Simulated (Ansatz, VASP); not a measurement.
One calculation of InSe, two programs

Contents of INCAR:

```
SYSTEM = InSe
  PREC = Accurate
  ENCUT = 520
  EDIFF = 1E-6
  ISMEAR = -1
  SIGMA = 0.02
  LREAL = .FALSE.
  LASPH = .TRUE.
  NELM = 60
  ALGO = Normal
  ISIF = 2
  LWAVE = .FALSE.
  LCHARG = .FALSE.
  GGA = PE
  NBANDS = 27
```

Contents of KPOINTS:

```
regular mesh
0
G
  8 8 8
  0 0 0
```

Contents of POSCAR:

```
InSe
1.0
    2.1082710093      1.1607961422      8.4106660257
   -2.1082710093      1.1607961422      8.4106660257
    0.0000000000     -2.3215922844      8.4106660257
In Se
2 2
Direct
    0.0016867238      0.0016867238     -0.0028423245
    0.1152572097      0.1152572097      0.1029048259
    0.6144341721      0.6144341721      0.6272556899
    0.8246218945      0.8246218945      0.8286818088
```

Input for Ansatz:

```yaml
crystal:
  lattice:
    - [2.1082710093, 1.1607961422, 8.4106660257]
    - [-2.1082710093, 1.1607961422, 8.4106660257]
    - [0.0, -2.3215922844, 8.4106660257]
  atoms:
    - { symbol: In, position: [0.0016867238, 0.0016867238, -0.0028423245] }
    - { symbol: In, position: [0.1152572097, 0.1152572097, 0.1029048259] }
    - { symbol: Se, position: [0.6144341721, 0.6144341721, 0.6272556899] }
    - { symbol: Se, position: [0.8246218945, 0.8246218945, 0.8286818088] }
kpoints:
  mp_grid: { grid: [8, 8, 8] }
  band_path:
    path:
      - [0.0, 0.0, 0.0]
      - [-0.5, -0.5, -0.5]
      - [-0.5, -0.1793653846, -0.8206346154]
      - [-0.1793653846, 0.1793653846, -0.5]
      - [0.0, 0.0, -0.5]
      - [0.0, 0.3396826923, -0.3396826923]
      - [-0.3396826923, 0.0, -0.6603173077]
      - [-0.5, 0.0, -0.5]
    npoints: 1
hamiltonian:
  xc: pbe
scf:
  occupations: { method: fermi_dirac, width: 0.02 }
  n_extra_bands: 5
output:
  forces: true
  stress: true
  eigenvalues: true
```

Change from the starting cell: uniaxial_x strain +4.9%.

Alike in both runs: task single point; functional PBE; k mesh 8 × 8 × 8; occupations fermi-dirac, width 0.02 eV; no spin polarisation.

|  | VASP | Ansatz |
| --- | --- | --- |
| version | VASP 6.6.1 | Ansatz 0.2.0 |
| potentials or method | VASP PAW PBE potentials, release 64 (In_d, Se) | plane waves, PAW |
| plane-wave cutoff (eV) | 520 | 420 |
| valence electrons in the cell | 38 | 58 |

VASP gave:

```
pressure (GPa)                                                : 0.9
traceless stress, the component that is largest in VASP (GPa) : -1.31
rms of the force components (eV/Å)                            : 0.087
```

**Question.** Estimate Ansatz's values.

**Answer.** Pressure (GPa): 0.9; traceless stress, the component that is largest in VASP (GPa): -1.31; rms of the force components (eV/Å): 0.080.

Atom by atom the forces differ by 0.008 eV/Å (rms over components). VASP's potentials hold 38 valence electrons a cell and Ansatz's 58, so a difference there can come from the potentials and not from the codes.
